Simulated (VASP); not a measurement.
Wanted: the native input for a VASP 6.6.1 run.

```yaml
Task: electric field gradients
Functional: PBEsol
Potentials_or_basis: VASP PAW PBE potentials, release 64 (Ba_sv, F)
Cutoff: 520 eV
k_mesh: 10 × 10 × 10
Occupations: gaussian, width 0.05 eV
Spin: no spin polarisation
Dipole_correction: no
Further_INCAR_settings: ALGO = Normal; EDIFF = 1e-08; NBANDS = 19
```

The structure of BaF2 lies in POSCAR:

```
BaF2
1.0
    0.0000000000      3.0681251004      3.0681251004
    3.0681251004      0.0000000000      3.0681251004
    3.0681251004      3.0681251004      0.0000000000
Ba F
1 2
Direct
    0.0000000000      0.0000000000      0.0000000000
    0.2500000000      0.2500000000      0.2500000000
    0.7500000000      0.7500000000      0.7500000000
```

These files were run (other wordings do the same):

INCAR

```
  PREC = Accurate
  ENCUT = 520
  EDIFF = 1E-8
  ISMEAR = 0
  SIGMA = 0.05
  LREAL = F
  LASPH = T
  NELM = 120
  ALGO = Normal
  ISIF = 2
  LWAVE = F
  LCHARG = F
  GGA = PS
  LEFG = T
  NBANDS = 19
  GGA_COMPAT = F
```

KPOINTS

```
Automatic mesh
0
Gamma
  10 10 10
```

Potentials or basis: VASP PAW PBE potentials, release 64 (Ba_sv, F).

The run is started by

```sh
$ cat potpaw_PBE.64/Ba_sv/POTCAR potpaw_PBE.64/F/POTCAR > POTCAR
$ mpirun -np 1 vasp_std > vasp.out
```

Results of the run:

```
Pressure                                : 1.3 GPa
Band gap on the k mesh                  : 6.75 eV (least direct gap 6.85 eV)
Largest electric field gradient by atom : under 0.05 V/Å² on every atom
```

Caveat: the PAW data sets were made with another functional, which shifts forces and pressure a little; spin-orbit coupling is left out, which moves the levels of the heavy elements.

It took 25 s on 1 thread of Intel(R) Xeon(R) Platinum 8488C (Sapphire Rapids), with other jobs on the host, peak memory 0.2 GiB.
